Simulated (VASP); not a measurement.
Runs of VASP 6.6.1 on Hg. The structure is that of space group P6_3/mmc (No. 194), or close to it. The cells are those of the table. 

| cell | gap on the mesh (eV) | pressure (GPa) |
| --- | --- | --- |
| a = 3.464, b = 3.464, c = 5.603 Å, angles 90.0, 90.0, 120.0°, 2 atoms | none | (b) |
| a = 3.185, b = 3.185, c = 4.969 Å, angles 90.0, 90.0, 120.0°, 2 atoms | none | 6.2 |
| a = 3.464, b = 3.464, c = 5.445 Å, angles 90.0, 90.0, 120.0°, 2 atoms | none | -1.0 |
| a = 3.352, b = 3.352, c = 5.762 Å, angles 90.0, 90.0, 120.0°, 2 atoms | none | -0.9 |
| a = 3.240, b = 3.241, c = 4.810 Å, angles 90.0, 90.0, 120.0°, 2 atoms | none | (a) |

Alike in all rows: task single point; level PBE+D3(BJ); potentials or basis VASP PAW PBE potentials, release 64 (Hg); no spin polarisation; k mesh 15 × 15 × 8; cutoff (eV) 520; smearing gaussian 0.15 eV.

Task: Fill in the values left out.

Result: (a) 6.3; (b) -1.2.

Caveats: spin-orbit coupling is left out, which moves the levels of the heavy elements; the cell stands under pressure (at least some runs).

A k mesh can miss the band edges, and the runs leave out spin-orbit coupling on Hg.

A gap of «none» marks levels without a gap at the run's occupations.
